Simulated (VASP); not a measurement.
# AlNi in VASP: single point with r2SCAN

Aim: the single point of AlNi with r2SCAN.

Everything below comes from runs of VASP 6.6.1. Logs are shortened: lines on timing, memory, paths and dates and some standing lists are left out, and cuts for length are marked.

**1. The cell of the first run**

The cell holds a slab with vacuum, 14 atoms: a = 2.863 Å, b = 4.049 Å, c = 27.147 Å, α = 90.00°, β = 90.00°, γ = 90.00°.

**2. Single point, r2SCAN**

POSCAR

```
AlNi
1.0
    2.8631569649      0.0000000000      0.0000000000
    0.0000000000      4.0491154109      0.0000000000
    0.0000000000      0.0000000000     27.1473462328
Al Ni
7 7
Direct
    0.0000000000      0.5000000000      0.2737102432
    0.0000000000      0.0000000000      0.3505104113
    0.0000000000      0.5000000000      0.4256594025
    0.0000000000      0.0000000000      0.4999999997
    0.0000000000      0.5000000000      0.5743405976
    0.0000000000      0.0000000000      0.6494895883
    0.0000000000      0.5000000000      0.7262897577
    0.5000000000      0.0000000000      0.2801875847
    0.5000000000      0.5000000000      0.3516993566
    0.5000000000      0.0000000000      0.4247334394
    0.5000000000      0.5000000000      0.4999999998
    0.5000000000      0.0000000000      0.5752665602
    0.5000000000      0.5000000000      0.6483006442
    0.5000000000      0.0000000000      0.7198124148
```

INCAR.step1

```
PREC = Accurate ; ENCUT = 520
ISMEAR = 0 ; SIGMA = 0.1
LREAL = False ; LASPH = True
NELM = 60 ; LDIPOL = True
IDIPOL = 3 ; DIPOL = 0.5 0.5 0.500
NBANDS = 58 ; GGA = PE
ALGO = Normal ; EDIFF = 1E-4
LWAVE = True ; LCHARG = False
```

INCAR.step2

```
PREC = Accurate ; ENCUT = 520
EDIFF = 1E-7 ; ISMEAR = 0
SIGMA = 0.1 ; LREAL = False
LASPH = True ; NELM = 60
ALGO = Normal ; ISIF = 2
LWAVE = False ; LCHARG = False
LDIPOL = True ; IDIPOL = 3
DIPOL = 0.5 0.5 0.500 ; METAGGA = R2SCAN
LMIXTAU = True ; NBANDS = 58
ISTART = 1
```

KPOINTS

```
Automatic mesh
0
Gamma
  12 9 1
```

Potentials or basis: VASP PAW PBE potentials, release 64 (Al, Ni).

Command:

```sh
cat potpaw_PBE.64/Al/POTCAR potpaw_PBE.64/Ni/POTCAR > POTCAR
cp INCAR.step1 INCAR
mpirun -np 1 vasp_std > vasp.out
cp INCAR.step2 INCAR
mpirun -np 1 vasp_std > vasp.out
```

OUTCAR:

```text
PREC = Accurate
   ENCUT = 520
   EDIFF = 1E-7
   ISMEAR = 0
   LREAL = False
   LASPH = True
   NELM = 60
   ISIF = 2
   METAGGA = R2SCAN
   ISTART = 1

 ion  position               nearest neighbor table
   1  0.000  0.500  0.274-   8 2.49   8 2.49   8 2.49   8 2.49   9 2.56   9 2.56   2 2.91   2 2.91

   2  0.000  0.000  0.351-   8 2.39   8 2.39  10 2.47  10 2.47   9 2.48   9 2.48   9 2.48   9 2.48
                             3 2.87   3 2.87   1 2.91   1 2.91
   3  0.000  0.500  0.426-   9 2.47   9 2.47  11 2.47  11 2.47  10 2.48  10 2.48  10 2.48  10 2.48
                             4 2.86   4 2.86   2 2.87   2 2.87
   4  0.000  0.000  0.500-  11 2.48  11 2.48  11 2.48  11 2.48  10 2.49  10 2.49  12 2.49  12 2.49
                             3 2.86   3 2.86   5 2.86   5 2.86
   5  0.000  0.500  0.574-  13 2.47  13 2.47  11 2.47  11 2.47  12 2.48  12 2.48  12 2.48  12 2.48
                             4 2.86   4 2.86   6 2.87   6 2.87
   6  0.000  0.000  0.649-  14 2.39  14 2.39  12 2.47  12 2.47  13 2.48  13 2.48  13 2.48  13 2.48
                             5 2.87   5 2.87   7 2.91   7 2.91
   7  0.000  0.500  0.726-  14 2.49  14 2.49  14 2.49  14 2.49  13 2.56  13 2.56   6 2.91   6 2.91

   8  0.500  0.000  0.280-   2 2.39   2 2.39   1 2.49   1 2.49   1 2.49   1 2.49   9 2.80   9 2.80

   9  0.500  0.500  0.352-   3 2.47   3 2.47   2 2.48   2 2.48   2 2.48   2 2.48   1 2.56   1 2.56
                             8 2.80   8 2.80  10 2.83  10 2.83
  10  0.500  0.000  0.425-   2 2.47   2 2.47   3 2.48   3 2.48   3 2.48   3 2.48   4 2.49   4 2.49
                             9 2.83   9 2.83  11 2.88  11 2.88
  11  0.500  0.500  0.500-   3 2.47   3 2.47   5 2.47   5 2.47   4 2.48   4 2.48   4 2.48   4 2.48
                            10 2.88  10 2.88  12 2.88  12 2.88
  12  0.500  0.000  0.575-   6 2.47   6 2.47   5 2.48   5 2.48   5 2.48   5 2.48   4 2.49   4 2.49
                            13 2.83  13 2.83  11 2.88  11 2.88
  13  0.500  0.500  0.648-   5 2.47   5 2.47   6 2.48   6 2.48   6 2.48   6 2.48   7 2.56   7 2.56
                            14 2.80  14 2.80  12 2.83  12 2.83
  14  0.500  0.000  0.720-   6 2.39   6 2.39   7 2.49   7 2.49   7 2.49   7 2.49  13 2.80  13 2.80

  LATTYP: Found a simple orthorhombic cell.
 ALAT       =     2.8631569649
 B/A-ratio  =     1.4142135624
 C/A-ratio  =     9.4816129767

  Lattice vectors:

 A1 = (   2.8631569649,   0.0000000000,   0.0000000000)
 A2 = (   0.0000000000,   4.0491154109,   0.0000000000)
 A3 = (   0.0000000000,   0.0000000000,  27.1473462328)

Analysis of symmetry for initial positions (statically):
=====================================================================
 Subroutine PRICEL returns:
 Original cell was already a primitive cell.

 Routine SETGRP: Setting up the symmetry group for a
 simple orthorhombic supercell.

 Subroutine GETGRP returns: Found  8 space group operations
 (whereof  8 operations were pure point group operations)
 out of a pool of  8 trial point group operations.

The static configuration has the point symmetry D_2h.

Analysis of symmetry for dynamics (positions and initial velocities):
=====================================================================
 Subroutine PRICEL returns:
 Original cell was already a primitive cell.

 Routine SETGRP: Setting up the symmetry group for a
 simple orthorhombic supercell.

 Subroutine GETGRP returns: Found  8 space group operations
 (whereof  8 operations were pure point group operations)
 out of a pool of  8 trial point group operations.

The dynamic configuration has the point symmetry D_2h.

 Subroutine INISYM returns: Found  8 space group operations
 (whereof  8 operations are pure point group operations),
 and found     1 'primitive' translations

----------------------------------------------------------------------------------------

                                     Primitive cell

  volume of cell :     314.7261

  direct lattice vectors                    reciprocal lattice vectors
     2.863156965  0.000000000  0.000000000     0.349264819  0.000000000  0.000000000
     0.000000000  4.049115411  0.000000000     0.000000000  0.246967522  0.000000000
     0.000000000  0.000000000 27.147346233     0.000000000  0.000000000  0.036836013

  length of vectors
     2.863156965  4.049115411 27.147346233     0.349264819  0.246967522  0.036836013

  position of ions in fractional coordinates (direct lattice)
[... 56 lines left out ...]
 Found     35 irreducible k-points:

 Following reciprocal coordinates:
            Coordinates               Weight
  0.000000  0.000000  0.000000      1.000000
  0.083333  0.000000  0.000000      2.000000
  0.166667  0.000000  0.000000      2.000000
  0.250000  0.000000  0.000000      2.000000
  0.333333  0.000000  0.000000      2.000000
  0.416667  0.000000  0.000000      2.000000
[... 16 lines left out ...]
  0.083333  0.333333  0.000000      4.000000
  0.166667  0.333333  0.000000      4.000000
 [... further k-points ...]
   k-points           NKPTS =     35   k-points in BZ     NKDIM =     35   number of bands    NBANDS=     58
   number of dos      NEDOS =    301   number of ions     NIONS =     14
   total plane-waves  NPLWV = 151200
   dimension x,y,z NGX =    24 NGY =   30 NGZ =  210
   dimension x,y,z NGXF=    48 NGYF=   60 NGZF=  420
   ions per type =               7   7
   NGX,Y,Z   is equivalent  to a cutoff of  13.94, 12.32, 12.86 a.u.
   NGXF,Y,Z  is equivalent  to a cutoff of  27.87, 24.63, 25.72 a.u.
 SYSTEM =  unknown system
   PREC   = accura    normal or accurate (medium, high low for compatibility)
   ISTART =      1    job   : 0-new  1-cont  2-samecut
   ICHARG =      0    charge: 1-file 2-atom 10-const
   ISPIN  =      1    spin polarized calculation?
   LNONCOLLINEAR =      F non collinear calculations
   LSORBIT =      F    spin-orbit coupling
   LASPH  =      T    aspherical Exc in radial PAW
   ENCUT  =  520.0 eV  38.22 Ry    6.18 a.u.   5.32  7.53 50.48*2*pi/ulx,y,z
   NELM   =     60;   NELMIN=  2; NELMDL=  0     # of ELM steps
   EDIFF  = 0.1E-06   stopping-criterion for ELM
   LREAL  =      F    real-space projection
   EDIFFG = 0.1E-05   stopping-criterion for IOM
   NSW    =      0    number of steps for IOM
   IBRION =     -1    ionic relax: 0-MD 1-quasi-New 2-CG
   NFREE  =      0    steps in history (QN), initial steepest desc. (CG)
   ISIF   =      2    stress and relaxation
   ISYM   =      2    0-nonsym 1-usesym 2-fastsym
   POTIM  = 0.5000    time-step for ionic-motion
   TEBEG  =    0.0;   TEEND  =   0.0 temperature during run
   PSTRESS=    0.0 pullay stress
   NELECT =      91.0000    total number of electrons
   NUPDOWN=      -1.0000    fix difference up-down
   EMIN   =  10.00;   EMAX   =-10.00  energy-range for DOS
   EFERMI =   0.00;   METHOD = LEGACY
   ISMEAR =     0;   SIGMA  =   0.10  broadening in eV -4-tet -1-fermi 0-gaus
   EFERMI_NEDOS =   21; number of points for ismear=-14 and -15
   IALGO  =     38    algorithm
   IMIX   =      4    mixing-type and parameters
     AMIX     =   0.40;   BMIX     =  1.00
     AMIX_MAG =   1.60;   BMIX_MAG =  1.00
  volume/ion in A,a.u.               =      22.48       151.71
  Fermi-wavevector in a.u.,A,eV,Ry     =   1.082541  2.045706 15.944603  1.171895
  Thomas-Fermi vector in A             =   2.218585
   LORBIT       =      0    0 simple, 1 ext, 2 COOP (PROOUT), +10 PAW based schemes
   METAGGA = R2SCAN    functional components
   LHFCALC =     F    Hartree Fock is set to
   AEXX    =    0.0000 exact exchange contribution
   IVDW    =     0    specifies the selected vdW correction
   LEPSILON=     F    determine dielectric tensor
   LRPA    =     F    only Hartree local field effects (RPA)
 non-spin polarized calculation
 Gauss-broadening in eV      SIGMA  =   0.10
  energy-cutoff  :      520.00
  volume of cell :      314.73
 maximum number of plane-waves:      8525
 NGX is ok and might be reduce to    24
   NGX = 11   NGY = 15   NGZ =101

 number of electron      90.9999997 magnetization

 dipolmoment           0.000000      0.000000      0.000000 electrons x Angstroem

 Free energy of the ion-electron system (eV)
  ---------------------------------------------------
  ext. energy  EPLUGINS =         0.00000000
  ---------------------------------------------------
  free energy    TOTEN  =      -137.90190894 eV

  energy without entropy =     -137.86764964  energy(sigma->0) =     -137.88477929

 E-fermi :   3.0052     XC(G=0):  -7.5214

 val. band max:        3.0044485649   @ k =   0.0000   0.3333   0.0000
 cond. band min:       3.0058277146   @ k =   0.5000   0.2222   0.0000
 fundamental gap:      0.0013791497
 Fermi energy:         3.0052490512

 k-point     1 :       0.0000    0.0000    0.0000
  band No.  band energies     occupation
      1      -8.6577      2.00000
      2      -8.0735      2.00000
      3      -7.1764      2.00000
      4      -6.0475      2.00000
      5      -4.7216      2.00000
      6      -3.3898      2.00000
[... 1429 lines left out ...]
     56       8.2567      0.00000
     57       8.9516      0.00000

 [... further k-points ...]

 [bands above 57 left out]

------------------------ aborting loop because EDIFF is reached ----------------------------------------

 vacuum level on the upper side and lower side of the slab       (xc-potential included)        -0.017        -0.017

  FORCE on cell =-STRESS in cart. coord.  units (eV):
  Direction    XX          YY          ZZ          XY          YZ          ZX
  --------------------------------------------------------------------------------------
  -------------------------------------------------------------------------------------
  Total       -5.2695256     -4.6619048     -0.1061567      0.0000000      0.0000000      0.0000000
  in kB      -26.8255978    -23.7323797     -0.5404125      0.0000000      0.0000000      0.0000000
  external PRESSURE =     -17.0327967 kB  Pullay stress =       0.0000000 kB

 VOLUME and BASIS-vectors are now :
 -----------------------------------------------------------------------------
  energy-cutoff  :      520.00
  volume of cell :      314.73
      direct lattice vectors                 reciprocal lattice vectors
     2.863156965  0.000000000  0.000000000     0.349264819  0.000000000  0.000000000
     0.000000000  4.049115411  0.000000000     0.000000000  0.246967522  0.000000000
     0.000000000  0.000000000 27.147346233     0.000000000  0.000000000  0.036836013

 POSITION                                       TOTAL-FORCE (eV/Angst)
 -----------------------------------------------------------------------------------
      0.00000      2.02456      7.43051         0.000000     -0.000000      0.020525
      0.00000      0.00000      9.51543         0.000000     -0.000000      0.015381
      0.00000      2.02456     11.55552         0.000000      0.000000      0.001382
      0.00000      0.00000     13.57367         0.000000     -0.000000      0.000000
      0.00000      2.02456     15.59182         0.000000      0.000000     -0.001382
      0.00000      0.00000     17.63192         0.000000     -0.000000     -0.015381
      0.00000      2.02456     19.71684        -0.000000     -0.000000     -0.020525
      1.43158      0.00000      7.60635         0.000000     -0.000000     -0.014725
      1.43158      2.02456      9.54770         0.000000     -0.000000     -0.001626
      1.43158      0.00000     11.53039         0.000000     -0.000000      0.005896
      1.43158      2.02456     13.57367         0.000000     -0.000000      0.000000
      1.43158      0.00000     15.61696         0.000000     -0.000000     -0.005896
      1.43158      2.02456     17.59964         0.000000     -0.000000      0.001626
      1.43158      0.00000     19.54100         0.000000      0.000000      0.014725
 -----------------------------------------------------------------------------------
    total drift:                                0.000000      0.000000      0.000001

  FREE ENERGIE OF THE ION-ELECTRON SYSTEM (eV)
  ---------------------------------------------------
  free  energy   TOTEN  =      -137.9019089377 eV

  energy  without entropy=     -137.8676496375  energy(sigma->0) =     -137.88477929

 vacuum level on the upper side and lower side of the slab         7.848         7.848
```

Run time: 2.7 h. Hardware: 1 thread of Oxide Virtual Turin-like, shared host; peak memory 0.68 GiB.

Results:

| Quantity | Value |
| --- | --- |
| Free energy | -137.9019 eV |
| Largest force | 0.021 eV/Å |
| Band gap on the k mesh | zero (an odd number of electrons rules out a gap without spin polarisation) |

Forces in eV/Å, atoms in the order of the input:
```
Al   0.000  0.000  0.021
Al   0.000  0.000  0.015
Al   0.000  0.000  0.001
Al   0.000  0.000  0.000
Al   0.000  0.000 -0.001
Al   0.000  0.000 -0.015
Al   0.000  0.000 -0.021
Ni   0.000  0.000 -0.015
Ni   0.000  0.000 -0.002
Ni   0.000  0.000  0.006
Ni   0.000  0.000  0.000
Ni   0.000  0.000 -0.006
Ni   0.000  0.000  0.002
Ni   0.000  0.000  0.015
```

Caveat: the PAW data sets were made with another functional, which shifts forces and pressure a little.
